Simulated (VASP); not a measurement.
# TiC in VASP: further runs

TiC is run at these levels: PBE; tasks: single point.

Everything below comes from runs of VASP 6.6.1. Logs are shortened: lines on timing, memory, paths and dates and some standing lists are left out, and cuts for length are marked.

### 1 The cell of the first run

Symmetry: Fm-3m, No. 225, cubic system. Conventional cell: a = 4.441 Å, b = 4.441 Å, c = 4.441 Å, α = 90.00°, β = 90.00°, γ = 90.00°. Ti (site symmetry m-3m) has 6 C at 2.22 Å within 2.9 Å. C (site symmetry m-3m) has 6 Ti at 2.22 Å within 2.9 Å.

### 2 Single point, PBE (strain +0.025 along x and y, +0.025 along z)

File INCAR:

```
PREC     = Accurate       # precision mode
ENCUT    = 520            # plane-wave cutoff, eV
EDIFF    = 1E-6           # SCF threshold, eV
ISMEAR   = 0              # smearing method
SIGMA    = 0.15           # smearing width, eV
LREAL    = False          # projectors in reciprocal space
LASPH    = True           # aspherical terms in the spheres
NELM     = 100            # most SCF steps
ALGO     = Normal         # electronic algorithm
ISIF     = 2              # what is computed and relaxed
LWAVE    = False          # write WAVECAR
LCHARG   = True           # write CHGCAR
GGA      = PE             # functional
LELF     = True           # ELF
LVHAR    = True         
NBANDS   = 15             # bands
```

File KPOINTS:

```
regular mesh
0
Gamma
  24 24 24
```

File POSCAR:

```
TiC
1.0
    0.0000000000      2.2206230637      2.2206230637
    2.2206230637      0.0000000000      2.2206230637
    2.2206230637      2.2206230637      0.0000000000
Ti C
1 1
Direct
    0.0000000000      0.0000000000      0.0000000000
    0.5000000000      0.5000000000      0.5000000000
```

Potentials or basis: VASP PAW PBE potentials, release 64 (Ti_sv, C).

Command:

```bash
> cat potpaw_PBE.64/Ti_sv/POTCAR potpaw_PBE.64/C/POTCAR > POTCAR
> mpirun -np 1 vasp_std > vasp.out
```

OUTCAR:

```text
PREC = Accurate
   ENCUT = 520
   EDIFF = 1E-6
   ISMEAR = 0
   LREAL = False
   LASPH = True
   NELM = 100
   ISIF = 2
   GGA = PE

 ion  position               nearest neighbor table
   1  0.000  0.000  0.000-   2 2.22   2 2.22   2 2.22   2 2.22   2 2.22   2 2.22
   2  0.500  0.500  0.500-   1 2.22   1 2.22   1 2.22   1 2.22   1 2.22   1 2.22

  LATTYP: Found a face centered cubic cell.
 ALAT       =     4.4412461274

  Lattice vectors:

 A1 = (   0.0000000000,   2.2206230637,   2.2206230637)
 A2 = (   2.2206230637,   0.0000000000,   2.2206230637)
 A3 = (   2.2206230637,   2.2206230637,   0.0000000000)

Analysis of symmetry for initial positions (statically):
=====================================================================
 Subroutine PRICEL returns:
 Original cell was already a primitive cell.

 Routine SETGRP: Setting up the symmetry group for a
 face centered cubic supercell.

 Subroutine GETGRP returns: Found 48 space group operations
 (whereof 48 operations were pure point group operations)
 out of a pool of 48 trial point group operations.

The static configuration has the point symmetry O_h .

Analysis of symmetry for dynamics (positions and initial velocities):
=====================================================================
 Subroutine PRICEL returns:
 Original cell was already a primitive cell.

 Routine SETGRP: Setting up the symmetry group for a
 face centered cubic supercell.

 Subroutine GETGRP returns: Found 48 space group operations
 (whereof 48 operations were pure point group operations)
 out of a pool of 48 trial point group operations.

The dynamic configuration has the point symmetry O_h .

 Subroutine INISYM returns: Found 48 space group operations
 (whereof 48 operations are pure point group operations),
 and found     1 'primitive' translations

----------------------------------------------------------------------------------------

                                     Primitive cell

  volume of cell :      21.9005

  direct lattice vectors                    reciprocal lattice vectors
     0.000000000  2.220623064  2.220623064    -0.225162031  0.225162031  0.225162031
     2.220623064  0.000000000  2.220623064     0.225162031 -0.225162031  0.225162031
     2.220623064  2.220623064  0.000000000     0.225162031  0.225162031 -0.225162031

  length of vectors
     3.140435254  3.140435254  3.140435254     0.389992078  0.389992078  0.389992078

  position of ions in fractional coordinates (direct lattice)
     0.000000000  0.000000000  0.000000000
     0.500000000  0.500000000  0.500000000

  ion indices of the primitive-cell ions
   primitive index   ion index
                 1           1
                 2           2

----------------------------------------------------------------------------------------

 KPOINTS: regular mesh

Automatic generation of k-mesh.
 Grid dimensions read from file:
 generate k-points for:   24   24   24

 Generating k-lattice:

  Cartesian coordinates                     Fractional coordinates (reciprocal lattice)
    -0.009381751  0.009381751  0.009381751     0.041666667  0.000000000  0.000000000
     0.009381751 -0.009381751  0.009381751     0.000000000  0.041666667  0.000000000
     0.009381751  0.009381751 -0.009381751     0.000000000  0.000000000  0.041666667

  Length of vectors
     0.016249670  0.016249670  0.016249670

  Shift w.r.t. Gamma in fractional coordinates (k-lattice)
     0.000000000  0.000000000  0.000000000

 Subroutine IBZKPT returns following result:
 ===========================================

 Found    413 irreducible k-points:

 Following reciprocal coordinates:
            Coordinates               Weight
  0.000000  0.000000  0.000000      1.000000
  0.041667  0.000000  0.000000      8.000000
  0.083333  0.000000  0.000000      8.000000
  0.125000  0.000000  0.000000      8.000000
  0.166667  0.000000  0.000000      8.000000
  0.208333  0.000000  0.000000      8.000000
[... 16 lines left out ...]
  0.416667  0.041667  0.000000     24.000000
  0.458333  0.041667  0.000000     24.000000
 [... further k-points ...]
   k-points           NKPTS =    413   k-points in BZ     NKDIM =    413   number of bands    NBANDS=     15
   number of dos      NEDOS =    301   number of ions     NIONS =      2
   total plane-waves  NPLWV =  13824
   dimension x,y,z NGX =    24 NGY =   24 NGZ =   24
   dimension x,y,z NGXF=    48 NGYF=   48 NGZF=   48
   ions per type =               1   1
   NGX,Y,Z   is equivalent  to a cutoff of  12.70, 12.70, 12.70 a.u.
   NGXF,Y,Z  is equivalent  to a cutoff of  25.41, 25.41, 25.41 a.u.
 SYSTEM =  unknown system
   PREC   = accura    normal or accurate (medium, high low for compatibility)
   ISTART =      0    job   : 0-new  1-cont  2-samecut
   ICHARG =      2    charge: 1-file 2-atom 10-const
   ISPIN  =      1    spin polarized calculation?
   LNONCOLLINEAR =      F non collinear calculations
   LSORBIT =      F    spin-orbit coupling
   LASPH  =      T    aspherical Exc in radial PAW
   ENCUT  =  520.0 eV  38.22 Ry    6.18 a.u.   5.84  5.84  5.84*2*pi/ulx,y,z
   NELM   =    100;   NELMIN=  2; NELMDL= -5     # of ELM steps
   EDIFF  = 0.1E-05   stopping-criterion for ELM
   LREAL  =      F    real-space projection
   EDIFFG = 0.1E-04   stopping-criterion for IOM
   NSW    =      0    number of steps for IOM
   IBRION =     -1    ionic relax: 0-MD 1-quasi-New 2-CG
   NFREE  =      0    steps in history (QN), initial steepest desc. (CG)
   ISIF   =      2    stress and relaxation
   ISYM   =      2    0-nonsym 1-usesym 2-fastsym
   POTIM  = 0.5000    time-step for ionic-motion
   TEBEG  =    0.0;   TEEND  =   0.0 temperature during run
   PSTRESS=    0.0 pullay stress
   NELECT =      16.0000    total number of electrons
   NUPDOWN=      -1.0000    fix difference up-down
   EMIN   =  10.00;   EMAX   =-10.00  energy-range for DOS
   EFERMI =   0.00;   METHOD = LEGACY
   ISMEAR =     0;   SIGMA  =   0.15  broadening in eV -4-tet -1-fermi 0-gaus
   EFERMI_NEDOS =   21; number of points for ismear=-14 and -15
   IALGO  =     38    algorithm
   IMIX   =      4    mixing-type and parameters
     AMIX     =   0.40;   BMIX     =  1.00
     AMIX_MAG =   1.60;   BMIX_MAG =  1.00
  volume/ion in A,a.u.               =      10.95        73.90
  Fermi-wavevector in a.u.,A,eV,Ry     =   1.474450  2.786306 29.579094  2.174002
  Thomas-Fermi vector in A             =   2.589220
   LORBIT       =      0    0 simple, 1 ext, 2 COOP (PROOUT), +10 PAW based schemes
   GGA     = PE    functional components
   LHFCALC =     F    Hartree Fock is set to
   AEXX    =    0.0000 exact exchange contribution
   IVDW    =     0    specifies the selected vdW correction
   LEPSILON=     F    determine dielectric tensor
   LRPA    =     F    only Hartree local field effects (RPA)
 non-spin polarized calculation
 Gauss-broadening in eV      SIGMA  =   0.15
  energy-cutoff  :      520.00
  volume of cell :       21.90
 maximum number of plane-waves:       609
   NGX = 11   NGY = 11   NGZ = 11

 number of electron      16.0000002 magnetization

 Free energy of the ion-electron system (eV)
  ---------------------------------------------------
  ext. energy  EPLUGINS =         0.00000000
  ---------------------------------------------------
  free energy    TOTEN  =       -18.63119068 eV

  energy without entropy =      -18.62762828  energy(sigma->0) =      -18.62940948

 E-fermi :   8.5584     XC(G=0): -12.3131

 val. band max:        8.5559508488   @ k =   0.0833   0.0000   0.0000
 cond. band min:       8.5643198647   @ k =   0.1250   0.1250   0.0000
 fundamental gap:      0.0083690160
 Fermi energy:         8.5584065705

 k-point     1 :       0.0000    0.0000    0.0000
  band No.  band energies     occupation
      1     -48.2525      2.00000
      2     -24.3096      2.00000
      3     -24.3096      2.00000
      4     -24.3096      2.00000
      5      -3.4883      2.00000
      6       9.2143      0.00000
      7       9.2143      0.00000
      8       9.2143      0.00000
      9      10.1076      0.00000
     10      10.1076      0.00000
     11      10.1371      0.00000
     12      10.1371      0.00000
     13      10.1371      0.00000
     14      17.9649      0.00000
     15      22.2845      0.00000

 k-point     2 :       0.0417    0.0000    0.0000
  band No.  band energies     occupation
      1     -48.2517      2.00000
      2     -24.3161      2.00000
      3     -24.3102      2.00000
      4     -24.3102      2.00000
      5      -3.4524      2.00000
      6       9.0130      0.00002
      7       9.1571      0.00000
      8       9.1571      0.00000
      9       9.6233      0.00000
     10       9.6234      0.00000
     11      10.2454      0.00000
     12      10.7298      0.00000
     13      10.7298      0.00000
     14      18.0413      0.00000
     15      22.2861      0.00000

 k-point     3 :       0.0833    0.0000    0.0000
  band No.  band energies     occupation
      1     -48.2491      2.00000
      2     -24.3352      2.00000
      3     -24.3121      2.00000
      4     -24.3121      2.00000
      5      -3.3457      2.00000
      6       8.5560      1.01847
      7       8.7993      0.02316
      8       8.7993      0.02316
      9       9.4939      0.00000
     10       9.4939      0.00000
     11      10.4383      0.00000
     12      11.3687      0.00000
     13      11.3687      0.00000
     14      18.2522      0.00000
     15      22.2712      0.00000
[... 343 lines left out ...]
 k-point    23 :       0.4167    0.0417    0.0000
  band No.  band energies     occupation
      1     -48.2053      2.00000
      2     -24.6479      2.00000
      3     -24.3479      2.00000
      4     -24.3452      2.00000
      5      -0.8497      2.00000
      6       3.7186      2.00000
      7       6.0127      2.00000
      8       6.1206      2.00000
      9      10.8624      0.00000
     10      11.0606      0.00000
     11      11.9465      0.00000
     12      15.3821      0.00000
     13      15.7089      0.00000
     14      17.1299      0.00000
     15      23.1443      0.00000

 k-point    24 :       0.4583    0.0417    0.0000
  band No.  band energies     occupation
      1     -48.2022      2.00000
      2     -24.6694      2.00000
      3     -24.3490      2.00000
      4     -24.3487      2.00000
      5      -0.5413      2.00000
      6       3.3166      2.00000
      7       5.9156      2.00000
      8       5.9878      2.00000
      9      11.0328      0.00000
     10      11.1603      0.00000
     11      12.1209      0.00000
     12      15.7030      0.00000
     13      15.8281      0.00000
     14      16.7823      0.00000
     15      22.8219      0.00000

 [... further k-points ...]
[... 5 lines left out ...]
  --------------------------------------------------------------------------------------
  -------------------------------------------------------------------------------------
  Total       -2.1763042     -2.1763042     -2.1763042      0.0000000      0.0000000     -0.0000000
  in kB     -159.2119455   -159.2119455   -159.2119455      0.0000000      0.0000000     -0.0000000
  external PRESSURE =    -159.2119455 kB  Pullay stress =       0.0000000 kB

 VOLUME and BASIS-vectors are now :
 -----------------------------------------------------------------------------
  energy-cutoff  :      520.00
  volume of cell :       21.90
      direct lattice vectors                 reciprocal lattice vectors
     0.000000000  2.220623064  2.220623064    -0.225162031  0.225162031  0.225162031
     2.220623064  0.000000000  2.220623064     0.225162031 -0.225162031  0.225162031
     2.220623064  2.220623064  0.000000000     0.225162031  0.225162031 -0.225162031

 POSITION                                       TOTAL-FORCE (eV/Angst)
 -----------------------------------------------------------------------------------
      0.00000      0.00000      0.00000        -0.000000      0.000000      0.000000
      2.22062      2.22062      2.22062         0.000000     -0.000000     -0.000000
 -----------------------------------------------------------------------------------
    total drift:                                0.000000     -0.000000     -0.000000

  FREE ENERGIE OF THE ION-ELECTRON SYSTEM (eV)
  ---------------------------------------------------
  free  energy   TOTEN  =       -18.6311906831 eV

  energy  without entropy=      -18.6276282781  energy(sigma->0) =      -18.62940948
```

It took 58 s on 1 thread of Intel Xeon Platinum 8488C (Sapphire Rapids), shared host; peak memory 0.25 GiB.

Results:

* Free energy: -18.6312 eV
* Pressure: -15.9 GPa
* Band gap on the k mesh: zero (band 8 reaches 9.21 eV, above the bottom of band 9 at 8.16 eV)

Caveat: the cell differs from its parent crystal (strain +0.025 along x and y, +0.025 along z).

(Continued in part 2 of 2.)
